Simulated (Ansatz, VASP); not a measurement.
## Co in VASP and in Ansatz

```xyz
1
Lattice="-1.4298 1.4298 1.4298 1.4298 -1.4298 1.4298 1.4298 1.4298 -1.4298" Properties=species:S:1:pos:R:3 pbc="T T T"
Co    0.0000    0.0000    0.0000
```

Alike in both runs: task single point; functional PBE; k mesh 13 × 13 × 13; occupations fermi-dirac, width 0.05 eV; collinear spin.

|  | VASP | Ansatz |
| --- | --- | --- |
| version | VASP 6.6.1 | Ansatz 0.2.0 |
| potentials or method | VASP PAW PBE potentials, release 64 (Co) | Ansatz PAW |
| plane-wave cutoff (eV) | 520 | 420 |
| valence electrons in the cell | 9 | 17 |

Ansatz gave:

| Quantity | Value |
| --- | --- |
| gap on the k mesh at the Fermi level (eV) | none |
| pressure (GPa) | -9.6 |
| net moment per atom (μB) | 1.77 |
| size of the moment on the site where the two differ most (μB) | 1.84 |

Question: What did VASP give for the same quantities?

Answer: gap on the k mesh at the Fermi level (eV): none; pressure (GPa): -10.3; net moment per atom (μB): 1.74; size of the moment on the site where the two differ most (μB): 1.77.

Site moments also hang on the region over which each program counts them. A gap of «none» marks a metal or a gap that the smearing closes. With one functional, cell and mesh, what is left measures potentials, basis and numerics. VASP's potentials hold 9 valence electrons a cell and Ansatz's 17, so a difference there can come from the potentials and not from the codes.
